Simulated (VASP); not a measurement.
Wanted: the native input for a VASP 6.6.1 run.

| Item | Value |
| --- | --- |
| Task | single point |
| Functional | PBE |
| Potentials or basis | VASP PAW PBE potentials, release 64 (Sb) |
| Cutoff | 520 eV |
| k mesh | 17 × 17 × 17 |
| Occupations | fermi-dirac, width 0.08 eV |
| Spin | no spin polarisation |
| Dipole correction | no |
| Further INCAR settings | ALGO = Normal; EDIFF = 1e-07; NBANDS = 8 |

The structure of Sb lies in POSCAR:

```
Sb
1.0
   -1.5968301932      1.5968301932      1.5968301932
    1.5968301932     -1.5968301932      1.5968301932
    1.5968301932      1.5968301932     -1.5968301932
Sb
1
Direct
    0.0000000000      0.0000000000      0.0000000000
```

One way to write it, as run:

INCAR

```
SYSTEM = Sb
PREC     = Accurate       ! precision mode
ENCUT    = 520            ! plane-wave cutoff, eV
EDIFF    = 1E-7           ! SCF threshold, eV
ISMEAR   = -1             ! smearing method
SIGMA    = 0.08           ! smearing width, eV
LREAL    = .FALSE.        ! projectors in reciprocal space
LASPH    = .TRUE.         ! aspherical terms in the spheres
NELM     = 80             ! most SCF steps
ALGO     = Normal         ! electronic algorithm
ISIF     = 2              ! what is computed and relaxed
LWAVE    = .FALSE.        ! write WAVECAR
LCHARG   = .FALSE.        ! write CHGCAR
GGA      = PE             ! functional
NBANDS   = 8              ! bands
```

KPOINTS

```
regular mesh
0
G
  17 17 17
  0 0 0
```

Potentials or basis: VASP PAW PBE potentials, release 64 (Sb).

Command:

```bash
$ cat potpaw_PBE.64/Sb/POTCAR > POTCAR
$ mpirun -np 1 vasp_std > vasp.out
```

It gave:

- Pressure: 101.5 GPa

Wall time 15 s on 1 thread of Intel(R) Xeon(R) Platinum 8488C (Sapphire Rapids), with other jobs on the host, peak memory 0.15 GiB.
